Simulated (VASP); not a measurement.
# Ag in VASP: single point with PBE

Aim: the single point of Ag with PBE.

All numbers are computed with VASP 6.6.1; they aren't measurements. Logs are shortened: lines on timing, memory, paths and dates and some standing lists are left out, and cuts for length are marked.

**1. The cell of the first run**

The cell holds a slab with vacuum, 6 atoms: a = 2.932 Å, b = 2.932 Å, c = 27.971 Å, α = 90.00°, β = 90.00°, γ = 120.00°.

**2. Single point, PBE**

The input, POSCAR:

```
Ag
1.0
    2.9322829450      0.0000000000      0.0000000000
   -1.4661414725      2.5394315215      0.0000000000
    0.0000000000      0.0000000000     27.9710000000
Ag
6
Direct
    0.1666666665      0.3333333335      0.2860106002
    0.5000000005      0.9999999995      0.3716063600
    0.8333333335      0.6666666665      0.4572021197
    0.1666666665      0.3333333335      0.5427978795
    0.5000000005      0.9999999995      0.6283936400
    0.8333333335      0.6666666665      0.7139893998
```

The input, INCAR.step1:

```
PREC = Accurate ; ENCUT = 520
EDIFF = 1E-6 ; ISMEAR = -1
SIGMA = 0.05 ; LREAL = False
LASPH = True ; NELM = 60
ALGO = Normal ; ISIF = 2
LWAVE = False ; LCHARG = True
LMAXMIX = 4 ; LDIPOL = True
IDIPOL = 3 ; DIPOL = 0.5 0.5 0.500
GGA = PE ; NBANDS = 42
```

The input, KPOINTS.step1:

```
regular mesh
0
Gamma
  14 14 1
```

The input, INCAR.step2:

```
PREC = Accurate ; ENCUT = 520
EDIFF = 1E-6 ; ISMEAR = -5
SIGMA = 0.05 ; LREAL = False
LASPH = True ; NELM = 60
ALGO = Normal ; ISIF = 2
LWAVE = False ; LCHARG = False
LMAXMIX = 4 ; LDIPOL = True
IDIPOL = 3 ; DIPOL = 0.5 0.5 0.500
GGA = PE ; LORBIT = 11
NBANDS = 42 ; NEDOS = 2001
ICHARG = 11
```

The input, KPOINTS.step2:

```
regular mesh
0
Gamma
  21 21 1
```

Potentials or basis: VASP PAW PBE potentials, release 64 (Ag).

Started as:

```
cat potpaw_PBE.64/Ag/POTCAR > POTCAR
cp INCAR.step1 INCAR
cp KPOINTS.step1 KPOINTS
mpirun -np 1 vasp_std > vasp.out
cp INCAR.step2 INCAR
cp KPOINTS.step2 KPOINTS
mpirun -np 1 vasp_std > vasp.out
```

OUTCAR:

```text
PREC = Accurate
   ENCUT = 520
   EDIFF = 1E-6
   ISMEAR = -5
   LREAL = False
   LASPH = True
   NELM = 60
   ISIF = 2
   GGA = PE
   LORBIT = 11
   ICHARG = 11

 ion  position               nearest neighbor table
   1  0.167  0.333  0.286-   2 2.93   2 2.93   2 2.93
   2  0.500  1.000  0.372-   3 2.93   3 2.93   3 2.93   1 2.93   1 2.93   1 2.93
   3  0.833  0.667  0.457-   2 2.93   2 2.93   2 2.93   4 2.93   4 2.93   4 2.93
   4  0.167  0.333  0.543-   3 2.93   3 2.93   3 2.93   5 2.93   5 2.93   5 2.93
   5  0.500  1.000  0.628-   6 2.93   6 2.93   6 2.93   4 2.93   4 2.93   4 2.93
   6  0.833  0.667  0.714-   5 2.93   5 2.93   5 2.93

  LATTYP: Found a hexagonal cell.
 ALAT       =     2.9322829450
 C/A-ratio  =     9.5389839673

  Lattice vectors:

 A1 = (   2.9322829450,   0.0000000000,   0.0000000000)
 A2 = (  -1.4661414725,   2.5394315215,   0.0000000000)
 A3 = (   0.0000000000,   0.0000000000,  27.9710000000)

Analysis of symmetry for initial positions (statically):
=====================================================================
 Subroutine PRICEL returns:
 Original cell was already a primitive cell.

 Routine SETGRP: Setting up the symmetry group for a
 hexagonal supercell.

 Subroutine GETGRP returns: Found 12 space group operations
 (whereof  4 operations were pure point group operations)
 out of a pool of 24 trial point group operations.

The static configuration has the point symmetry C_2h.
 The point group associated with its full space group is D_3d.

Analysis of symmetry for dynamics (positions and initial velocities):
=====================================================================
 Subroutine PRICEL returns:
 Original cell was already a primitive cell.

 Routine SETGRP: Setting up the symmetry group for a
 hexagonal supercell.

 Subroutine GETGRP returns: Found 12 space group operations
 (whereof  4 operations were pure point group operations)
 out of a pool of 24 trial point group operations.

The dynamic configuration has the point symmetry C_2h.
 The point group associated with its full space group is D_3d.

 Subroutine INISYM returns: Found 12 space group operations
 (whereof  4 operations are pure point group operations),
 and found     1 'primitive' translations

----------------------------------------------------------------------------------------

                                     Primitive cell

  volume of cell :     208.2813

  direct lattice vectors                    reciprocal lattice vectors
     2.932282945  0.000000000  0.000000000     0.341031210  0.196894461  0.000000000
    -1.466141472  2.539431522  0.000000000     0.000000000  0.393788921  0.000000000
     0.000000000  0.000000000 27.971000000     0.000000000  0.000000000  0.035751314

  length of vectors
     2.932282945  2.932282945 27.971000000     0.393788921  0.393788921  0.035751314

  position of ions in fractional coordinates (direct lattice)
     0.166666666  0.333333334  0.286010600
     0.500000001  0.999999999  0.371606360
     0.833333334  0.666666666  0.457202120
     0.166666666  0.333333334  0.542797880
     0.500000001  0.999999999  0.628393640
     0.833333334  0.666666666  0.713989400

  ion indices of the primitive-cell ions
   primitive index   ion index
                 1           1
                 2           2
                 3           3
                 4           4
                 5           5
                 6           6

----------------------------------------------------------------------------------------

 KPOINTS: regular mesh

Automatic generation of k-mesh.
 Grid dimensions read from file:
 generate k-points for:   21   21    1

 Generating k-lattice:

  Cartesian coordinates                     Fractional coordinates (reciprocal lattice)
     0.016239581  0.009375927  0.000000000     0.047619048  0.000000000  0.000000000
     0.000000000  0.018751853  0.000000000     0.000000000  0.047619048  0.000000000
     0.000000000  0.000000000  0.035751314     0.000000000  0.000000000  1.000000000

  Length of vectors
     0.018751853  0.018751853  0.035751314

  Shift w.r.t. Gamma in fractional coordinates (k-lattice)
     0.000000000  0.000000000  0.000000000

 TETIRR: Found    229 inequivalent tetrahedra from     2646

 Subroutine IBZKPT returns following result:
 ===========================================

 Found     48 irreducible k-points:

 Following reciprocal coordinates:
            Coordinates               Weight
  0.000000  0.000000  0.000000      1.000000
  0.047619 -0.000000  0.000000      6.000000
  0.095238  0.000000  0.000000      6.000000
  0.142857  0.000000  0.000000      6.000000
  0.190476  0.000000  0.000000      6.000000
  0.238095  0.000000  0.000000      6.000000
[... 16 lines left out ...]
  0.142857  0.095238  0.000000     12.000000
  0.190476  0.095238  0.000000     12.000000
 [... further k-points ...]
   k-points           NKPTS =     48   k-points in BZ     NKDIM =     48   number of bands    NBANDS=     42
   number of dos      NEDOS =   2001   number of ions     NIONS =      6
   total plane-waves  NPLWV = 120960
   dimension x,y,z NGX =    24 NGY =   24 NGZ =  210
   dimension x,y,z NGXF=    48 NGYF=   48 NGZF=  420
   ions per type =               6
   NGX,Y,Z   is equivalent  to a cutoff of  13.61, 13.61, 12.48 a.u.
   NGXF,Y,Z  is equivalent  to a cutoff of  27.21, 27.21, 24.96 a.u.
 SYSTEM =  unknown system
   PREC   = accura    normal or accurate (medium, high low for compatibility)
   ISTART =      0    job   : 0-new  1-cont  2-samecut
   ICHARG =     11    charge: 1-file 2-atom 10-const
   ISPIN  =      1    spin polarized calculation?
   LNONCOLLINEAR =      F non collinear calculations
   LSORBIT =      F    spin-orbit coupling
   LASPH  =      T    aspherical Exc in radial PAW
   ENCUT  =  520.0 eV  38.22 Ry    6.18 a.u.   5.45  5.45 52.01*2*pi/ulx,y,z
   NELM   =     60;   NELMIN=  2; NELMDL=  0     # of ELM steps
   EDIFF  = 0.1E-05   stopping-criterion for ELM
   LREAL  =      F    real-space projection
   EDIFFG = 0.1E-04   stopping-criterion for IOM
   NSW    =      0    number of steps for IOM
   IBRION =     -1    ionic relax: 0-MD 1-quasi-New 2-CG
   NFREE  =      0    steps in history (QN), initial steepest desc. (CG)
   ISIF   =      2    stress and relaxation
   ISYM   =      2    0-nonsym 1-usesym 2-fastsym
   POTIM  = 0.5000    time-step for ionic-motion
   TEBEG  =    0.0;   TEEND  =   0.0 temperature during run
   PSTRESS=    0.0 pullay stress
   NELECT =      66.0000    total number of electrons
   NUPDOWN=      -1.0000    fix difference up-down
   EMIN   =  10.00;   EMAX   =-10.00  energy-range for DOS
   EFERMI =   0.00;   METHOD = LEGACY
   ISMEAR =    -5;   SIGMA  =   0.05  broadening in eV -4-tet -1-fermi 0-gaus
   EFERMI_NEDOS =   21; number of points for ismear=-14 and -15
   IALGO  =     38    algorithm
   IMIX   =      4    mixing-type and parameters
     AMIX     =   0.40;   BMIX     =  1.00
     AMIX_MAG =   1.60;   BMIX_MAG =  1.00
  volume/ion in A,a.u.               =      34.71       234.26
  Fermi-wavevector in a.u.,A,eV,Ry     =   1.116107  2.109137 16.948722  1.245696
  Thomas-Fermi vector in A             =   2.252718
   LORBIT       =     11    0 simple, 1 ext, 2 COOP (PROOUT), +10 PAW based schemes
   GGA     = PE    functional components
   LHFCALC =     F    Hartree Fock is set to
   AEXX    =    0.0000 exact exchange contribution
   IVDW    =     0    specifies the selected vdW correction
   LEPSILON=     F    determine dielectric tensor
   LRPA    =     F    only Hartree local field effects (RPA)
 non-spin polarized calculation
 Fermi weights with tetrahedron method with Bloechl corrections
  energy-cutoff  :      520.00
  volume of cell :      208.28
 maximum number of plane-waves:      5721
 NGX is ok and might be reduce to    24

 number of electron      66.0000013 magnetization

 dipolmoment           0.000000      0.000000     -0.000000 electrons x Angstroem

 Free energy of the ion-electron system (eV)
  ---------------------------------------------------
  ext. energy  EPLUGINS =         0.00000000
  ---------------------------------------------------
  free energy    TOTEN  =       -15.62527455 eV

  energy without entropy =      -15.62527455  energy(sigma->0) =      -15.62527455

 E-fermi :   1.9407     XC(G=0):  -6.7201

 val. band max:        2.0095197005   @ k =   0.4762   0.0476   0.0000
 cond. band min:       1.9459674592   @ k =   0.3333   0.1905   0.0000
 fundamental gap:     -0.0635522413
 Fermi energy:         1.9406956288

 k-point     1 :       0.0000    0.0000    0.0000
  band No.  band energies     occupation
      1      -5.3558      2.00000
      2      -4.8772      2.00000
      3      -4.2840      2.00000
      4      -4.1739      2.00000
      5      -4.0212      2.00000
      6      -3.9672      2.00000
[... 34 lines left out ...]
     41       7.0922      0.00000
     42       8.7448      0.00000

 k-point     2 :       0.0476   -0.0000    0.0000
  band No.  band energies     occupation
      1      -5.2955      2.00000
      2      -4.8188      2.00000
      3      -4.2297      2.00000
      4      -4.1352      2.00000
      5      -3.9787      2.00000
      6      -3.9201      2.00000
[... 34 lines left out ...]
     41       7.1419      0.00000
     42       8.7973      0.00000

 k-point     3 :       0.0952    0.0000    0.0000
  band No.  band energies     occupation
      1      -5.1186      2.00000
      2      -4.6497      2.00000
      3      -4.0766      2.00000
      4      -4.0254      2.00000
      5      -3.8583      2.00000
      6      -3.7873      2.00000
[... 34 lines left out ...]
     41       7.2912      0.00000
     42       8.9545      0.00000

 k-point     4 :       0.1429    0.0000    0.0000
  band No.  band energies     occupation
      1      -4.8406      2.00000
      2      -4.3937      2.00000
      3      -3.8799      2.00000
      4      -3.8541      2.00000
      5      -3.6851      2.00000
      6      -3.5981      2.00000
[... 844 lines left out ...]
     41       7.6909      0.00000
     42       9.3735      0.00000

 k-point    23 :       0.1429    0.0952    0.0000
  band No.  band energies     occupation
      1      -4.3465      2.00000
      2      -3.9798      2.00000
      3      -3.6189      2.00000
      4      -3.5486      2.00000
      5      -3.4536      2.00000
      6      -3.3472      2.00000
[... 34 lines left out ...]
     41       8.0424      0.00000
     42       9.7384      0.00000

 k-point    24 :       0.1905    0.0952    0.0000
  band No.  band energies     occupation
      1      -4.0270      2.00000
      2      -3.7776      2.00000
      3      -3.5863      2.00000
      4      -3.4995      2.00000
      5      -3.4487      2.00000
      6      -3.2839      2.00000
[... 34 lines left out ...]
     41       8.4957      0.00000
     42      10.2041      0.00000

 [... further k-points ...]

------------------------ aborting loop because EDIFF is reached ----------------------------------------

 vacuum level on the upper side and lower side of the slab       (xc-potential included)        -0.099        -0.099

  FORCE on cell =-STRESS in cart. coord.  units (eV):
  Direction    XX          YY          ZZ          XY          YZ          ZX
  --------------------------------------------------------------------------------------
  -------------------------------------------------------------------------------------
  Total       -1.1622364     -1.1622364     -1.0069084      0.0000000      0.0000000      0.0000000
  in kB       -8.9403530     -8.9403530     -7.7455129      0.0000000      0.0000000      0.0000000
  external PRESSURE =      -8.5420730 kB  Pullay stress =       0.0000000 kB

 VOLUME and BASIS-vectors are now :
 -----------------------------------------------------------------------------
  energy-cutoff  :      520.00
  volume of cell :      208.28
      direct lattice vectors                 reciprocal lattice vectors
     2.932282945  0.000000000  0.000000000     0.341031210  0.196894461  0.000000000
    -1.466141472  2.539431522  0.000000000     0.000000000  0.393788921  0.000000000
     0.000000000  0.000000000 27.971000000     0.000000000  0.000000000  0.035751314

 POSITION                                       TOTAL-FORCE (eV/Angst)
 -----------------------------------------------------------------------------------
     -0.00000      0.84648      8.00000         0.000000      0.000000      0.026566
      0.00000      2.53943     10.39420         0.000000      0.000000      0.012720
      1.46614      1.69295     12.78840         0.000000     -0.000000     -0.016048
     -0.00000      0.84648     15.18260        -0.000000      0.000000      0.016048
      0.00000      2.53943     17.57680         0.000000     -0.000000     -0.012720
      1.46614      1.69295     19.97100         0.000000      0.000000     -0.026566
 -----------------------------------------------------------------------------------
    total drift:                                0.000004     -0.000002     -0.000030

  FREE ENERGIE OF THE ION-ELECTRON SYSTEM (eV)
  ---------------------------------------------------
  free  energy   TOTEN  =       -15.6252745479 eV

  energy  without entropy=      -15.6252745479  energy(sigma->0) =      -15.62527455

 vacuum level on the upper side and lower side of the slab         6.208         6.208

 total charge

# of ion       s       p       d       tot
------------------------------------------
    1        0.419   0.204   9.179   9.802
    2        0.404   0.265   9.163   9.832
    3        0.404   0.271   9.156   9.831
    4        0.404   0.271   9.156   9.831
    5        0.404   0.265   9.163   9.832
    6        0.419   0.204   9.179   9.802
--------------------------------------------------
tot          2.454   1.481  54.995  58.931
```

It took 6.4 min on 1 thread of AMD EPYC 9R45 (Zen 5), shared host; peak memory 0.46 GiB.

What came out:

```yaml
Valence_electrons_inside_the_program's_atomic_spheres: Ag 9.80, 9.83 (each value once)
```

Caveat: tetrahedron occupations give inexact forces and stress in metals.
